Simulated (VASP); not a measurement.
# SiC4 in VASP: a series of runs, part 3 of 3

VASP 6.6.1. The steps go on from the part before.

**4. Single point, PBE**

This run uses another cell than the first one, of 12.89 Å³/atom.

File INCAR:

```
PREC = Accurate
ENCUT = 1300
EDIFF = 1E-6
ISMEAR = 0
SIGMA = 0.1
LREAL = F
LASPH = T
NELM = 120
ALGO = Normal
ISIF = 2
LWAVE = F
LCHARG = F
GGA = PE
NBANDS = 18
GGA_COMPAT = F
```

File KPOINTS:

```
Automatic mesh
0
Gamma
  12 12 12
```

File POSCAR:

```
SiC4
1.0
   -2.0674045426      2.0674045426      3.7697219586
    2.0674045426     -2.0674045426      3.7697219586
    2.0674045426      2.0674045426     -3.7697219586
Si C
1 4
Direct
    0.5000000000      0.5000000000      0.0000000000
    0.8232279179      0.8232279179      0.6464558358
    0.1767720821      0.1767720821      0.3535441642
    0.8232279179      0.1767720821      0.0000000000
    0.1767720821      0.8232279179      0.0000000000
```

Potentials or basis: VASP PAW PBE potentials, release 64 (Si, C_h).

Started as:

```bash
> cat potpaw_PBE.64/Si/POTCAR potpaw_PBE.64/C_h/POTCAR > POTCAR
> mpirun -np 1 vasp_std > vasp.out
```

OUTCAR:

```text
PREC = Accurate
   ENCUT = 1300
   EDIFF = 1E-6
   ISMEAR = 0
   LREAL = F
   LASPH = T
   NELM = 120
   ISIF = 2
   GGA = PE

 ion  position               nearest neighbor table
   1  0.500  0.500  0.000-   2 1.89   4 1.89   5 1.89   3 1.89
   2  0.823  0.823  0.646-   4 1.46   5 1.46   1 1.89
   3  0.177  0.177  0.354-   4 1.46   5 1.46   1 1.89
   4  0.823  0.177  0.000-   2 1.46   3 1.46   1 1.89
   5  0.177  0.823  0.000-   2 1.46   3 1.46   1 1.89

  LATTYP: Found a body centered tetragonal cell.
 ALAT       =     4.1348090852
 C/A-ratio  =     1.8234079886

  Lattice vectors:

 A1 = (  -2.0674045426,   2.0674045426,   3.7697219586)
 A2 = (   2.0674045426,  -2.0674045426,   3.7697219586)
 A3 = (   2.0674045426,   2.0674045426,  -3.7697219586)

Analysis of symmetry for initial positions (statically):
=====================================================================
 Subroutine PRICEL returns:
 Original cell was already a primitive cell.

 Routine SETGRP: Setting up the symmetry group for a
 body centered tetragonal supercell.

 Subroutine GETGRP returns: Found 16 space group operations
 (whereof 16 operations were pure point group operations)
 out of a pool of 16 trial point group operations.

The static configuration has the point symmetry D_4h.

Analysis of symmetry for dynamics (positions and initial velocities):
=====================================================================
 Subroutine PRICEL returns:
 Original cell was already a primitive cell.

 Routine SETGRP: Setting up the symmetry group for a
 body centered tetragonal supercell.

 Subroutine GETGRP returns: Found 16 space group operations
 (whereof 16 operations were pure point group operations)
 out of a pool of 16 trial point group operations.

The dynamic configuration has the point symmetry D_4h.

 Subroutine INISYM returns: Found 16 space group operations
 (whereof 16 operations are pure point group operations),
 and found     1 'primitive' translations

----------------------------------------------------------------------------------------

                                     Primitive cell

  volume of cell :      64.4496

  direct lattice vectors                    reciprocal lattice vectors
    -2.067404543  2.067404543  3.769721959     0.000000000  0.241849135  0.132635777
     2.067404543 -2.067404543  3.769721959     0.241849135  0.000000000  0.132635777
     2.067404543  2.067404543 -3.769721959     0.241849135  0.241849135  0.000000000

  length of vectors
     4.770652652  4.770652652  4.770652652     0.275831929  0.275831929  0.342026327

  position of ions in fractional coordinates (direct lattice)
     0.500000000  0.500000000  0.000000000
     0.823227918  0.823227918  0.646455836
     0.176772082  0.176772082  0.353544164
     0.823227918  0.176772082  0.000000000
     0.176772082  0.823227918  0.000000000

  ion indices of the primitive-cell ions
   primitive index   ion index
                 1           1
                 2           2
                 3           3
                 4           4
                 5           5

----------------------------------------------------------------------------------------

 KPOINTS: Automatic mesh

Automatic generation of k-mesh.
 Grid dimensions read from file:
 generate k-points for:   12   12   12

 Generating k-lattice:

  Cartesian coordinates                     Fractional coordinates (reciprocal lattice)
     0.000000000  0.020154095  0.011052981     0.083333333  0.000000000 -0.000000000
     0.020154095  0.000000000  0.011052981     0.000000000  0.083333333 -0.000000000
     0.020154095  0.020154095  0.000000000     0.000000000  0.000000000  0.083333333

  Length of vectors
     0.022985994  0.022985994  0.028502194

  Shift w.r.t. Gamma in fractional coordinates (k-lattice)
     0.000000000  0.000000000  0.000000000

 Subroutine IBZKPT returns following result:
 ===========================================

 Found    163 irreducible k-points:

 Following reciprocal coordinates:
            Coordinates               Weight
  0.000000  0.000000  0.000000      1.000000
  0.083333 -0.000000  0.000000      8.000000
  0.166667 -0.000000  0.000000      8.000000
  0.250000  0.000000  0.000000      8.000000
  0.333333 -0.000000  0.000000      8.000000
  0.416667 -0.000000  0.000000      8.000000
[... 16 lines left out ...]
  0.500000  0.166667  0.000000     16.000000
 -0.416667  0.166667 -0.000000     16.000000
 [... further k-points ...]
   k-points           NKPTS =    163   k-points in BZ     NKDIM =    163   number of bands    NBANDS=     18
   number of dos      NEDOS =    301   number of ions     NIONS =      5
   total plane-waves  NPLWV = 175616
   dimension x,y,z NGX =    56 NGY =   56 NGZ =   56
   dimension x,y,z NGXF=   112 NGYF=  112 NGZF=  112
   ions per type =               1   4
   NGX,Y,Z   is equivalent  to a cutoff of  19.51, 19.51, 19.51 a.u.
   NGXF,Y,Z  is equivalent  to a cutoff of  39.03, 39.03, 39.03 a.u.
 SYSTEM =  unknown system
   PREC   = accura    normal or accurate (medium, high low for compatibility)
   ISTART =      0    job   : 0-new  1-cont  2-samecut
   ICHARG =      2    charge: 1-file 2-atom 10-const
   ISPIN  =      1    spin polarized calculation?
   LNONCOLLINEAR =      F non collinear calculations
   LSORBIT =      F    spin-orbit coupling
   LASPH  =      T    aspherical Exc in radial PAW
   ENCUT  = 1300.0 eV  95.55 Ry    9.77 a.u.  14.03 14.03 14.03*2*pi/ulx,y,z
   NELM   =    120;   NELMIN=  2; NELMDL= -5     # of ELM steps
   EDIFF  = 0.1E-05   stopping-criterion for ELM
   LREAL  =      F    real-space projection
[... 7 lines left out ...]
   TEBEG  =    0.0;   TEEND  =   0.0 temperature during run
   PSTRESS=    0.0 pullay stress
   NELECT =      20.0000    total number of electrons
   NUPDOWN=      -1.0000    fix difference up-down
   EMIN   =  10.00;   EMAX   =-10.00  energy-range for DOS
   EFERMI =   0.00;   METHOD = LEGACY
   ISMEAR =     0;   SIGMA  =   0.10  broadening in eV -4-tet -1-fermi 0-gaus
   EFERMI_NEDOS =   21; number of points for ismear=-14 and -15
   IALGO  =     38    algorithm
   IMIX   =      4    mixing-type and parameters
     AMIX     =   0.40;   BMIX     =  1.00
     AMIX_MAG =   1.60;   BMIX_MAG =  1.00
  volume/ion in A,a.u.               =      12.89        86.99
  Fermi-wavevector in a.u.,A,eV,Ry     =   1.108353  2.094483 16.714026  1.228446
  Thomas-Fermi vector in A             =   2.244879
   LORBIT       =      0    0 simple, 1 ext, 2 COOP (PROOUT), +10 PAW based schemes
   GGA     = PE    functional components
   LHFCALC =     F    Hartree Fock is set to
   AEXX    =    0.0000 exact exchange contribution
   IVDW    =     0    specifies the selected vdW correction
   LEPSILON=     F    determine dielectric tensor
   LRPA    =     F    only Hartree local field effects (RPA)
 non-spin polarized calculation
 Gauss-broadening in eV      SIGMA  =   0.10
  energy-cutoff  :     1300.00
  volume of cell :       64.45
 maximum number of plane-waves:      6912
   NGX = 29   NGY = 29   NGZ = 29

 number of electron      20.0000000 magnetization

 Free energy of the ion-electron system (eV)
  ---------------------------------------------------
  ext. energy  EPLUGINS =         0.00000000
  ---------------------------------------------------
  free energy    TOTEN  =       -36.61111103 eV

  energy without entropy =      -36.60034061  energy(sigma->0) =      -36.60572582

 E-fermi :   3.5588     XC(G=0):  -9.2492

 val. band max:        3.5475855219   @ k =   0.4167   0.2500   0.0833
 cond. band min:       3.5603834209   @ k =   0.3333   0.3333   0.0833
 fundamental gap:      0.0127978990
 Fermi energy:         3.5588011567

 k-point     1 :       0.0000    0.0000    0.0000
  band No.  band energies     occupation
      1     -14.2849      2.00000
      2      -6.5680      2.00000
      3      -6.2982      2.00000
      4      -6.2982      2.00000
      5      -2.9953      2.00000
      6      -1.4237      2.00000
[... 10 lines left out ...]
     17      15.2953      0.00000
     18      15.2958      0.00000
[... 463 lines left out ...]
 k-point    24 :      -0.4167    0.1667   -0.0000
  band No.  band energies     occupation
      1     -13.8944      2.00000
      2      -8.8193      2.00000
      3      -6.7530      2.00000
      4      -4.1312      2.00000
      5      -2.8867      2.00000
      6      -1.1530      2.00000
[... 10 lines left out ...]
     17      12.8228      0.00000
     18      13.6374      0.00000

 [... further k-points ...]
[... 5 lines left out ...]
  --------------------------------------------------------------------------------------
  -------------------------------------------------------------------------------------
  Total       -0.0559074     -0.0559074     -0.0079989      0.0000000      0.0000000      0.0000000
  in kB       -1.3898230     -1.3898230     -0.1988467      0.0000000      0.0000000      0.0000000
  external PRESSURE =      -0.9928309 kB  Pullay stress =       0.0000000 kB

 VOLUME and BASIS-vectors are now :
 -----------------------------------------------------------------------------
  energy-cutoff  :     1300.00
  volume of cell :       64.45
      direct lattice vectors                 reciprocal lattice vectors
    -2.067404543  2.067404543  3.769721959     0.000000000  0.241849135  0.132635777
     2.067404543 -2.067404543  3.769721959     0.241849135  0.000000000  0.132635777
     2.067404543  2.067404543 -3.769721959     0.241849135  0.241849135  0.000000000

 POSITION                                       TOTAL-FORCE (eV/Angst)
 -----------------------------------------------------------------------------------
      0.00000      0.00000      3.76972         0.000000      0.000000     -0.000000
      1.33649      1.33649      3.76972        -0.006113     -0.006113      0.000000
      0.73092      0.73092      0.00000         0.006113      0.006113     -0.000000
     -1.33649      1.33649      3.76972         0.006113     -0.006113      0.000000
      1.33649     -1.33649      3.76972        -0.006113      0.006113      0.000000
 -----------------------------------------------------------------------------------
    total drift:                                0.000000     -0.000000      0.000000

  FREE ENERGIE OF THE ION-ELECTRON SYSTEM (eV)
  ---------------------------------------------------
  free  energy   TOTEN  =       -36.6111110331 eV

  energy  without entropy=      -36.6003406072  energy(sigma->0) =      -36.60572582
```

OSZICAR:

```text
N       E                     dE             d eps       ncg     rms          rms(c)
DAV:   1     0.102601776307E+03    0.10260E+03   -0.15190E+04  5868   0.200E+03
DAV:   2    -0.271094451873E+02   -0.12971E+03   -0.12297E+03  7806   0.245E+02
DAV:   3    -0.398427064965E+02   -0.12733E+02   -0.12463E+02  7700   0.752E+01
DAV:   4    -0.401006903919E+02   -0.25798E+00   -0.25743E+00  7840   0.113E+01
DAV:   5    -0.401065752465E+02   -0.58849E-02   -0.58808E-02  8166   0.165E+00    0.105E+01
DAV:   6    -0.371054766857E+02    0.30011E+01   -0.57310E+00  7320   0.118E+01    0.544E+00
DAV:   7    -0.366336618849E+02    0.47181E+00   -0.12427E+00  7280   0.644E+00    0.159E+00
DAV:   8    -0.366088098135E+02    0.24852E-01   -0.10008E-01  7410   0.179E+00    0.509E-01
DAV:   9    -0.366110521067E+02   -0.22423E-02   -0.15535E-02  7312   0.821E-01    0.213E-01
DAV:  10    -0.366112540793E+02   -0.20197E-03   -0.38674E-03  7044   0.347E-01    0.940E-02
DAV:  11    -0.366110764673E+02    0.17761E-03   -0.49103E-04  6936   0.128E-01    0.187E-02
DAV:  12    -0.366111145106E+02   -0.38043E-04   -0.12399E-04  6840   0.634E-02    0.160E-02
DAV:  13    -0.366111102691E+02    0.42415E-05   -0.18231E-05  7808   0.244E-02    0.434E-03
DAV:  14    -0.366111110331E+02   -0.76400E-06   -0.14697E-06  5844   0.783E-03
   1 F= -.36611111E+02 E0= -.36605726E+02  d E =-.107704E-01
```

Wall time 12 min (1 thread of Intel Xeon Platinum 8488C (Sapphire Rapids), shared host); peak memory 0.86 GiB.

Results:

```yaml
Free_energy: -36.6111 eV
Pressure: -0.1 GPa
Largest_force: 0.009 eV/Å
Band_gap_on_the_k_mesh: zero (bands 10 and 11 overlap by 1.79 eV)
```

Forces on the atoms (eV/Å):
```
Si   0.000  0.000  0.000
C   -0.006 -0.006  0.000
C    0.006  0.006  0.000
C    0.006 -0.006  0.000
C   -0.006  0.006  0.000
```

**5. The runs side by side**

```tsv
spin	cell	k mesh	gap on the mesh (eV)	pressure (GPa)	largest force (eV/Å)
off	a = 4.706 Å, angles 127.8, 127.8, 76.9°, 5 atoms, atomic positions A	6 × 6 × 6	none	-0.1	0.01
collinear	a = 4.706 Å, angles 127.8, 127.8, 76.9°, 5 atoms, atomic positions B	6 × 6 × 6	none	-0.1	0.01
off	a = 4.771 Å, angles 128.6, 128.6, 75.6°, 5 atoms, atomic positions B	12 × 12 × 12	none	-0.1	0.01
```

Alike in all rows: task single point; level PBE; potentials or basis VASP PAW PBE potentials, release 64 (Si, C_h); cutoff (eV) 1300; smearing gaussian 0.1 eV.

Absolute energies hang on the potentials; compare differences alone.

The gap in the log of VASP goes by the Fermi energy; the results here count the filled bands.